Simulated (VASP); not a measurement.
# C (R-3m) in VASP: further runs

Runs on C. Level: LDA. Tasks: single point.

Everything below comes from runs of VASP 6.6.1. Logs are shortened: lines on timing, memory, paths and dates and some standing lists are left out, and cuts for length are marked.

### Step 1. The cell of the first run

It takes space group R-3m (No. 166, trigonal). The conventional cell has a = 2.445 Å, b = 2.445 Å, c = 21.349 Å, α = 90.00°, β = 90.00°, γ = 120.00°. C (site symmetry 3m) has 3 C at 1.41 Å within 1.9 Å. C (site symmetry 3m) has 3 C at 1.41 Å within 1.9 Å.

### Step 2. Single point, LDA (strain along c alone, the other axes held: +3.0 %, then relaxed in part)

File INCAR:

```
ALGO     = Normal         # electronic algorithm
EDIFF    = 1E-7           # SCF threshold, eV
ENCUT    = 520            # plane-wave cutoff, eV
ISIF     = 2              # what is computed and relaxed
ISMEAR   = 0              # smearing method
LASPH    = True           # aspherical terms in the spheres
LCHARG   = False          # write CHGCAR
LREAL    = False          # projectors in reciprocal space
LWAVE    = False          # write WAVECAR
NBANDS   = 36             # bands
NELM     = 60             # most SCF steps
PREC     = Accurate       # precision mode
SIGMA    = 0.01           # smearing width, eV
```

File KPOINTS:

```
k-points
0
Gamma
  18 18 2
```

File POSCAR:

```
C
1.0
    2.4448076995      0.0000000000      0.0000000000
   -1.2224038498      2.1172655752      0.0000000000
    0.0000000000      0.0000000000     21.3489214934
C
12
Direct
    0.0000000000      0.0000000000      0.9196873279
    0.3333333333      0.6666666667      0.9196612247
    0.0000000000      0.0000000000      0.7470054420
    0.3333333333      0.6666666667      0.7469793388
    0.6666666667      0.3333333333      0.2530206612
    0.0000000000      0.0000000000      0.2529945580
    0.6666666667      0.3333333333      0.0803387753
    0.0000000000      0.0000000000      0.0803126721
    0.3333333333      0.6666666667      0.5863539946
    0.6666666667      0.3333333333      0.5863278913
    0.3333333333      0.6666666667      0.4136721087
    0.6666666667      0.3333333333      0.4136460054
```

Potentials or basis: VASP PAW LDA potentials, release 64 (C).

Launch:

```sh
$ cat potpaw_LDA.64/C/POTCAR > POTCAR
$ mpirun -np 1 vasp_std > vasp.out
```

OUTCAR:

```text
EDIFF = 1E-7
   ENCUT = 520
   ISIF = 2
   ISMEAR = 0
   LASPH = True
   LREAL = False
   NELM = 60
   PREC = Accurate

 ion  position               nearest neighbor table
   1  0.000  0.000  0.920-   2 1.41   2 1.41   2 1.41
   2  0.333  0.667  0.920-   1 1.41   1 1.41   1 1.41
   3  0.000  0.000  0.747-   4 1.41   4 1.41   4 1.41
   4  0.333  0.667  0.747-   3 1.41   3 1.41   3 1.41
   5  0.667  0.333  0.253-   6 1.41   6 1.41   6 1.41
   6  0.000  0.000  0.253-   5 1.41   5 1.41   5 1.41
   7  0.667  0.333  0.080-   8 1.41   8 1.41   8 1.41
   8  0.000  0.000  0.080-   7 1.41   7 1.41   7 1.41
   9  0.333  0.667  0.586-  10 1.41  10 1.41  10 1.41
  10  0.667  0.333  0.586-   9 1.41   9 1.41   9 1.41
  11  0.333  0.667  0.414-  12 1.41  12 1.41  12 1.41
  12  0.667  0.333  0.414-  11 1.41  11 1.41  11 1.41

  LATTYP: Found a hexagonal cell.
 ALAT       =     2.4448076995
 C/A-ratio  =     8.7323520364

  Lattice vectors:

 A1 = (   2.4448076995,   0.0000000000,   0.0000000000)
 A2 = (  -1.2224038498,   2.1172655752,   0.0000000000)
 A3 = (   0.0000000000,   0.0000000000,  21.3489214934)

Analysis of symmetry for initial positions (statically):
=====================================================================
 Subroutine PRICEL returns following result:

  LATTYP: Found a trigonal (rhomboedric) cell.
 ALAT       =     7.2549423989
 COS(alpha) =     0.9432205115

  Lattice vectors:

 A1 = (   1.2224038496,  -0.7057551917,  -7.1163071638)
 A2 = (  -1.2224038495,  -0.7057551919,  -7.1163071659)
 A3 = (  -0.0000000002,   1.4115103835,  -7.1163071638)

   3 primitive cells build up your supercell.

 Routine SETGRP: Setting up the symmetry group for a
 hexagonal supercell.

 Subroutine GETGRP returns: Found 12 space group operations
 (whereof 12 operations were pure point group operations)
 out of a pool of 24 trial point group operations.

The static configuration has the point symmetry D_3d.

Analysis of symmetry for dynamics (positions and initial velocities):
=====================================================================
 Subroutine PRICEL returns following result:

  LATTYP: Found a trigonal (rhomboedric) cell.
 ALAT       =     7.2549423989
 COS(alpha) =     0.9432205115

  Lattice vectors:
[... 119 lines left out ...]
   LREAL  =      F    real-space projection
   EDIFFG = 0.1E-05   stopping-criterion for IOM
   NSW    =      0    number of steps for IOM
   IBRION =     -1    ionic relax: 0-MD 1-quasi-New 2-CG
   NFREE  =      0    steps in history (QN), initial steepest desc. (CG)
   ISIF   =      2    stress and relaxation
   ISYM   =      2    0-nonsym 1-usesym 2-fastsym
   POTIM  = 0.5000    time-step for ionic-motion
   TEBEG  =    0.0;   TEEND  =   0.0 temperature during run
   PSTRESS=    0.0 pullay stress
   NELECT =      48.0000    total number of electrons
   NUPDOWN=      -1.0000    fix difference up-down
   EMIN   =  10.00;   EMAX   =-10.00  energy-range for DOS
   EFERMI =   0.00;   METHOD = LEGACY
   ISMEAR =     0;   SIGMA  =   0.01  broadening in eV -4-tet -1-fermi 0-gaus
   EFERMI_NEDOS =   21; number of points for ismear=-14 and -15
   IALGO  =     38    algorithm
   IMIX   =      4    mixing-type and parameters
     AMIX     =   0.40;   BMIX     =  1.00
     AMIX_MAG =   1.60;   BMIX_MAG =  1.00
  volume/ion in A,a.u.               =       9.21        62.15
  Fermi-wavevector in a.u.,A,eV,Ry     =   1.239814  2.342909 20.914047  1.537139
  Thomas-Fermi vector in A             =   2.374281
   LORBIT       =      0    0 simple, 1 ext, 2 COOP (PROOUT), +10 PAW based schemes
   GGA     = CA    functional components
   LHFCALC =     F    Hartree Fock is set to
   AEXX    =    0.0000 exact exchange contribution
   IVDW    =     0    specifies the selected vdW correction
   LEPSILON=     F    determine dielectric tensor
   LRPA    =     F    only Hartree local field effects (RPA)
 non-spin polarized calculation
 Gauss-broadening in eV      SIGMA  =   0.01
  energy-cutoff  :      520.00
  volume of cell :      110.51
 maximum number of plane-waves:      3032
   NGX =  9   NGY =  9   NGZ = 79

 number of electron      47.9999987 magnetization

 Free energy of the ion-electron system (eV)
  ---------------------------------------------------
  ext. energy  EPLUGINS =         0.00000000
  ---------------------------------------------------
  free energy    TOTEN  =      -121.28002066 eV

  energy without entropy =     -121.28002066  energy(sigma->0) =     -121.28002066

 E-fermi :   4.1430     XC(G=0): -10.4110

 val. band max:        4.0934946181   @ k =   0.3333   0.3333   0.0000
 cond. band min:       4.2798056554   @ k =   0.3333   0.3333   0.0000
 fundamental gap:      0.1863110373
 Fermi energy:         4.1430097860

 k-point     1 :       0.0000    0.0000    0.0000
  band No.  band energies     occupation
      1     -15.3940      2.00000
      2     -15.3495      2.00000
      3     -15.3495      2.00000
      4     -15.2333      2.00000
      5     -15.2333      2.00000
      6     -15.1854      2.00000
[... 925 lines left out ...]
     35      13.2460      0.00000
     36      13.3275      0.00000

 [... further k-points ...]
[... 5 lines left out ...]
  --------------------------------------------------------------------------------------
  -------------------------------------------------------------------------------------
  Total        0.8793422      0.8793422     -0.5345594     -0.0000000      0.0000000     -0.0000000
  in kB       12.7488935     12.7488935     -7.7501584     -0.0000000      0.0000000     -0.0000000
  external PRESSURE =       5.9158762 kB  Pullay stress =       0.0000000 kB

 VOLUME and BASIS-vectors are now :
 -----------------------------------------------------------------------------
  energy-cutoff  :      520.00
  volume of cell :      110.51
      direct lattice vectors                 reciprocal lattice vectors
     2.444807700  0.000000000  0.000000000     0.409030125  0.236153653  0.000000000
    -1.222403850  2.117265575  0.000000000     0.000000000  0.472307306  0.000000000
     0.000000000  0.000000000 21.348921493     0.000000000  0.000000000  0.046840774

 POSITION                                       TOTAL-FORCE (eV/Angst)
 -----------------------------------------------------------------------------------
      0.00000      0.00000     19.63433        -0.000000      0.000000     -0.000070
     -0.00000      1.41151     19.63378        -0.000000     -0.000000      0.006006
      0.00000      0.00000     15.94776         0.000000     -0.000000     -0.006006
     -0.00000      1.41151     15.94720         0.000000     -0.000000      0.000070
      1.22240      0.70576      5.40172        -0.000000      0.000000     -0.000070
      0.00000      0.00000      5.40116        -0.000000      0.000000      0.006006
      1.22240      0.70576      1.71515        -0.000000      0.000000     -0.006006
      0.00000      0.00000      1.71459         0.000000     -0.000000      0.000070
     -0.00000      1.41151     12.51803         0.000000     -0.000000     -0.000070
      1.22240      0.70576     12.51747        -0.000000     -0.000000      0.006006
     -0.00000      1.41151      8.83145         0.000000      0.000000     -0.006006
      1.22240      0.70576      8.83090        -0.000000      0.000000      0.000070
 -----------------------------------------------------------------------------------
    total drift:                                0.000000     -0.000000      0.000000

  FREE ENERGIE OF THE ION-ELECTRON SYSTEM (eV)
  ---------------------------------------------------
  free  energy   TOTEN  =      -121.2800206585 eV

  energy  without entropy=     -121.2800206585  energy(sigma->0) =     -121.28002066
```

OSZICAR:

```text
N       E                     dE             d eps       ncg     rms          rms(c)
DAV:   1     0.172136720959E+03    0.17214E+03   -0.24146E+04  5328   0.123E+03
DAV:   2    -0.115261687480E+03   -0.28740E+03   -0.27126E+03  7068   0.265E+02
DAV:   3    -0.129900310200E+03   -0.14639E+02   -0.14518E+02  6560   0.576E+01
DAV:   4    -0.130137425587E+03   -0.23712E+00   -0.23670E+00  6744   0.857E+00
DAV:   5    -0.130144250927E+03   -0.68253E-02   -0.68218E-02  6904   0.138E+00    0.164E+01
DAV:   6    -0.123392902087E+03    0.67513E+01   -0.68815E+00  6460   0.105E+01    0.932E+00
DAV:   7    -0.121280729583E+03    0.21122E+01   -0.77625E+00  6352   0.112E+01    0.240E+00
DAV:   8    -0.121281858471E+03   -0.11289E-02   -0.34117E-01  6228   0.234E+00    0.308E-01
DAV:   9    -0.121280059179E+03    0.17993E-02   -0.86146E-03  6816   0.431E-01    0.136E-01
DAV:  10    -0.121280028806E+03    0.30373E-04   -0.76100E-04  6780   0.118E-01    0.642E-02
DAV:  11    -0.121280020199E+03    0.86070E-05   -0.59853E-05  6724   0.340E-02    0.113E-02
DAV:  12    -0.121280020442E+03   -0.24241E-06   -0.44111E-06  6804   0.928E-03    0.633E-03
DAV:  13    -0.121280020672E+03   -0.23086E-06   -0.42356E-07  6204   0.338E-03    0.808E-04
DAV:  14    -0.121280020658E+03    0.13938E-07   -0.60898E-08  4644   0.117E-03
   1 F= -.12128002E+03 E0= -.12128002E+03  d E =-.216116E-14
```

Run time: 4.6 min. Hardware: 1 thread of Oxide Virtual Turin-like, shared host; peak memory 0.26 GiB.

What came out:

* Free energy: -121.2800 eV
* Pressure: 0.6 GPa
* Largest force: 0.006 eV/Å
* Band gap on the k mesh: 0.19 eV

Forces in eV/Å, atoms in the order of the input:
```
C    0.000  0.000  0.000
C    0.000  0.000  0.006
C    0.000  0.000 -0.006
C    0.000  0.000  0.000
C    0.000  0.000  0.000
C    0.000  0.000  0.006
C    0.000  0.000 -0.006
C    0.000  0.000  0.000
C    0.000  0.000  0.000
C    0.000  0.000  0.006
C    0.000  0.000 -0.006
C    0.000  0.000  0.000
```

Stress tensor (GPa, compression positive):
```
 1.27  0.00  0.00
 0.00  1.27  0.00
 0.00  0.00 -0.78
```

Caveat: the cell differs from its parent crystal (strain along c alone, the other axes held: +3.0 %, then relaxed in part). A k mesh can miss the band edges.

### Step 3. Single point, LDA

File INCAR:

```
SYSTEM = C
ALGO = Normal ; EDIFF = 1E-7
ENCUT = 520 ; GGA = CA
ISIF = 2 ; ISMEAR = 0
LASPH = .True. ; LCHARG = .False.
LREAL = .False. ; LWAVE = .False.
NBANDS = 36 ; NELM = 100
PREC = Accurate ; SIGMA = 0.01
```

File KPOINTS:

```
k-points
0
Gamma
  18 18 2
  0 0 0
```

POSCAR is that of step 2.

Potentials or basis: VASP PAW LDA potentials, release 64 (C).

Launch:

```sh
$ cat potpaw_LDA.64/C/POTCAR > POTCAR
$ mpirun -np 1 vasp_std > vasp.out
```

Run time: 5.4 min. Hardware: 1 thread of Oxide Virtual Turin-like, shared host; peak memory 0.26 GiB.

Results (log left out):

```yaml
Free_energy: -121.2800 eV
Pressure: 0.6 GPa
Largest_force: 0.006 eV/Å
Band_gap_on_the_k_mesh: 0.19 eV
```

Forces in eV/Å, atoms in the order of the input:
```
C    0.000  0.000  0.000
C    0.000  0.000  0.006
C    0.000  0.000 -0.006
C    0.000  0.000  0.000
C    0.000  0.000  0.000
C    0.000  0.000  0.006
C    0.000  0.000 -0.006
C    0.000  0.000  0.000
C    0.000  0.000  0.000
C    0.000  0.000  0.006
C    0.000  0.000 -0.006
C    0.000  0.000  0.000
```

Stress tensor (GPa, compression positive):
```
 1.27  0.00  0.00
 0.00  1.27  0.00
 0.00  0.00 -0.78
```

Levels at points of the mesh, in eV from the valence-band top:
```tsv
k point	band 21	band 22	band 23	band 24	band 25	band 26	band 27	band 28
(0.00, 0.00, 0.00)	-2.90	-2.90	-2.90	-2.90	3.43	4.48	4.48	7.07
(0.50, 0.00, 0.00)	-2.37	-2.28	-1.99	-1.99	1.36	1.36	1.63	1.85
(0.00, 0.00, 0.50)	-2.90	-2.90	-2.90	-2.90	3.71	3.71	5.37	6.00
(0.50, 0.00, 0.50)	-2.51	-2.13	-2.13	-1.94	1.31	1.50	1.50	2.00
```

A k mesh can miss the band edges.
